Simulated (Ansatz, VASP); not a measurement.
# ZnSiP2 in VASP and in Ansatz

INCAR

```
SYSTEM = ZnSiP2
PREC = Accurate
ENCUT = 500
EDIFF = 1E-7
ISMEAR = 0
SIGMA = 0.02
LREAL = .FALSE.
LASPH = .TRUE.
NELM = 120
ALGO = Normal
ISIF = 3
LWAVE = .FALSE.
LCHARG = .FALSE.
GGA = CA
IBRION = 2
NSW = 70
EDIFFG = -0.005
GGA_COMPAT = .FALSE.
NELMIN = 4
```

Contents of KPOINTS:

```
regular mesh
0
G
  8 8 8
  0 0 0
```

File POSCAR:

```
ZnSiP2
1.0
   -2.7089149817      2.7089149817      5.2688230777
    2.7089149817     -2.7089149817      5.2688230777
    2.7089149817      2.7089149817     -5.2688230777
Zn Si P
2 2 4
Direct
    0.0000000000      0.0000000000      0.0000000000
    0.7500000000      0.2500000000      0.5000000000
    0.5000000000      0.5000000000      0.0000000000
    0.2500000000      0.7500000000      0.5000000000
    0.3750000000      0.3922484112      0.5172484112
    0.8750000000      0.8577515888      0.4827515888
    0.6077515888      0.1250000000      0.9827515888
    0.1422484112      0.6250000000      0.0172484112
```

Input for Ansatz:

```yaml
crystal:
  lattice:
    - [-2.7089149817, 2.7089149817, 5.2688230777]
    - [2.7089149817, -2.7089149817, 5.2688230777]
    - [2.7089149817, 2.7089149817, -5.2688230777]
  atoms:
    - { symbol: Zn, position: [0.0, 0.0, 0.0] }
    - { symbol: Zn, position: [0.75, 0.25, 0.5] }
    - { symbol: Si, position: [0.5, 0.5, 0.0] }
    - { symbol: Si, position: [0.25, 0.75, 0.5] }
    - { symbol: P, position: [0.375, 0.3922484112, 0.5172484112] }
    - { symbol: P, position: [0.875, 0.8577515888, 0.4827515888] }
    - { symbol: P, position: [0.6077515888, 0.125, 0.9827515888] }
    - { symbol: P, position: [0.1422484112, 0.625, 0.0172484112] }
basis:
  ecutwfc: 420
kpoints:
  mp_grid: { grid: [8, 8, 8] }
hamiltonian:
  xc: lda
scf:
  occupations: { method: gaussian, width: 0.02 }
output:
  forces: true
  stress: true
  eigenvalues: true
relax:
  adjacent_minimum: "off"
  f_tol: 0.005
  max_steps: 50
  cell: { stress_tol: 0.05 }
```

Alike in both runs: task relaxation of cell and atoms; functional LDA; k mesh 8 × 8 × 8; occupations gaussian, width 0.02 eV; no spin polarisation.

|  | VASP | Ansatz |
| --- | --- | --- |
| version | VASP 6.6.1 | Ansatz 0.2.0 |
| potentials or method | VASP PAW LDA potentials, release 64 (Zn, Si, P), cutoff 500 eV | scalar-relativistic, plane waves, PAW |
| valence electrons in the cell | 52 | 52 |

|  | VASP | Ansatz | Ansatz less VASP |
| --- | --- | --- | --- |
| gap on the k mesh at the Fermi level, each at its own relaxed structure (eV) | 1.12 | 1.12 | -0.004 |
| relaxed volume (Å³/atom) | 18.30 | 18.27 | -0.027 |
| relaxed cell length with the largest relative difference (Å) | 6.407 | 6.405 | -0.0017 |

LDA's correlation is that of Perdew and Zunger in VASP and of Perdew and Wang (1992) in Ansatz.
